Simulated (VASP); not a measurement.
Set up this calculation in VASP 6.6.1, as the native input.

| Item | Value |
| --- | --- |
| Task | single point |
| Functional | LDA |
| Potentials or basis | VASP PAW LDA potentials, release 64 (Pb_d) |
| Cutoff | 520 eV |
| k mesh | 11 × 11 × 11 |
| Occupations | fermi-dirac, width 0.05 eV |
| Spin | no spin polarisation |
| Dipole correction | no |
| Further INCAR settings | ALGO = Normal; EDIFF = 1e-07; NBANDS = 21 |

The structure of Pb lies in POSCAR:

```
Pb
1.0
    0.0000000000      3.4485773400      3.4485773400
    3.4485773400      0.0000000000      3.4485773400
    3.4485773400      3.4485773400      0.0000000000
Pb
2
Direct
   -0.1250000000     -0.1250000000     -0.1250000000
    0.1250000000      0.1250000000      0.1250000000
```

This isn't the form of Pb at room conditions, which is fcc.

One way to write it, as run:

INCAR

```
SYSTEM = Pb
PREC = Accurate ; ENCUT = 520
EDIFF = 1E-7 ; ISMEAR = -1
SIGMA = 0.05 ; LREAL = .FALSE.
LASPH = .TRUE. ; NELM = 80
ALGO = Normal ; ISIF = 2
LWAVE = .FALSE. ; LCHARG = .FALSE.
GGA = CA ; NBANDS = 21
```

KPOINTS

```
regular mesh
0
G
  11 11 11
  0 0 0
```

Potentials or basis: VASP PAW LDA potentials, release 64 (Pb_d).

Run with:

```console
$ cat potpaw_LDA.64/Pb_d/POTCAR > POTCAR
$ mpirun -np 1 vasp_std > vasp.out
```

It gave:

```yaml
Pressure: -1.0 GPa
Band_gap_on_the_k_mesh: zero (bands 14 and 15 overlap by 1.12 eV)
```

Caveat: spin-orbit coupling is left out, which moves the levels of the heavy elements.

It took 88 s on 1 thread of AMD EPYC 7R43 64-Core Processor (Zen 3) (shared host), peak memory 0.17 GiB.
